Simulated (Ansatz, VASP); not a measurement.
**AlNi3: VASP beside Ansatz**

The input POSCAR:

```
AlNi3
1.0
    3.4905276051      0.0000000000      0.0000000000
    0.0000000000      3.4905276051      0.0000000000
    0.0000000000      0.0000000000      3.4905276051
Al Ni
1 3
Direct
    0.0000000000      0.0000000000      0.0000000000
    0.0000000000      0.5000000000      0.5000000000
    0.5000000000      0.0000000000      0.5000000000
    0.5000000000      0.5000000000      0.0000000000
```

INCAR.step1

```
ALGO     = Normal         # electronic algorithm
EDIFF    = 1E-4           # SCF threshold, eV
ENCUT    = 520            # plane-wave cutoff, eV
GGA      = PE             # functional
ISMEAR   = 0              # smearing method
ISPIN    = 2              # spin polarisation
LASPH    = T              # aspherical terms in the spheres
LCHARG   = F              # write CHGCAR
LMAXMIX  = 4              # l up to which the mixer works
LREAL    = F              # projectors in reciprocal space
LWAVE    = T              # write WAVECAR
MAGMOM   = 0 0.4 0.4 0.4  # initial moments
NBANDS   = 28             # bands
NELM     = 150            # most SCF steps
PREC     = Accurate       # precision mode
SIGMA    = 0.1            # smearing width, eV
```

The input INCAR.step2:

```
ALGO     = Normal         # electronic algorithm
EDIFF    = 1E-6           # SCF threshold, eV
ENCUT    = 520            # plane-wave cutoff, eV
ISIF     = 2              # what is computed and relaxed
ISMEAR   = 0              # smearing method
ISPIN    = 2              # spin polarisation
ISTART   = 1            
LASPH    = T              # aspherical terms in the spheres
LCHARG   = T              # write CHGCAR
LELF     = T              # ELF
LMAXMIX  = 4              # l up to which the mixer works
LMIXTAU  = T            
LORBIT   = 11             # projections on sites
LREAL    = F              # projectors in reciprocal space
LVHAR    = T            
LWAVE    = F              # write WAVECAR
MAGMOM   = 0 0.4 0.4 0.4  # initial moments
METAGGA  = R2SCAN         # meta-GGA
NBANDS   = 28             # bands
NELM     = 150            # most SCF steps
PREC     = Accurate       # precision mode
SIGMA    = 0.1            # smearing width, eV
```

File KPOINTS:

```
k-points
0
Gamma
  12 12 12
```

Input for Ansatz:

```yaml
crystal:
  lattice:
    - [3.4905276051, 0.0, 0.0]
    - [0.0, 3.4905276051, 0.0]
    - [0.0, 0.0, 3.4905276051]
  atoms:
    - { symbol: Al, position: [0.0, 0.0, 0.0] }
    - { symbol: Ni, position: [0.0, 0.5, 0.5], spin: 0.4 }
    - { symbol: Ni, position: [0.5, 0.0, 0.5], spin: 0.4 }
    - { symbol: Ni, position: [0.5, 0.5, 0.0], spin: 0.4 }
basis:
  ecutwfc: 500
kpoints:
  mp_grid: { grid: [12, 12, 12] }
hamiltonian:
  xc: r2scan
scf:
  occupations: { method: gaussian, width: 0.1 }
output:
  forces: true
  stress: true
  eigenvalues: true
  populations: true
magnetization:
  spin_polarized: true
```

Alike in both runs: task single point; functional r2SCAN; k mesh 12 × 12 × 12; occupations gaussian, width 0.1 eV; collinear spin.

|  | VASP | Ansatz |
| --- | --- | --- |
| version | VASP 6.6.1 | Ansatz 0.2.0 |
| potentials or method | VASP PAW PBE potentials, release 64 (Al, Ni), cutoff 520 eV | scalar-relativistic, plane waves, PAW |
| valence electrons in the cell | 33 | 57 |

|  | VASP | Ansatz | Ansatz less VASP |
| --- | --- | --- | --- |
| gap on the k mesh at the Fermi level (eV) | none | none | - |
| pressure (GPa) | 6.7 | 6.6 | -0.06 |
| net moment per atom (μB) | 0.22 | 0.22 | +0.006 |
| size of the moment on the site where the two differ most (μB) | 0.32 | 0.35 | +0.035 |

VASP's potentials were made for PBE, not for r2SCAN. Site moments also hang on the region over which each program counts them. A gap of «none» marks a metal or a gap that the smearing closes. The functional is the same, so the differences come from potentials, cutoffs and numerics. VASP's potentials hold 33 valence electrons a cell and Ansatz's 57, so a difference there can come from the potentials and not from the codes. Ansatz's warnings: stability check not made.
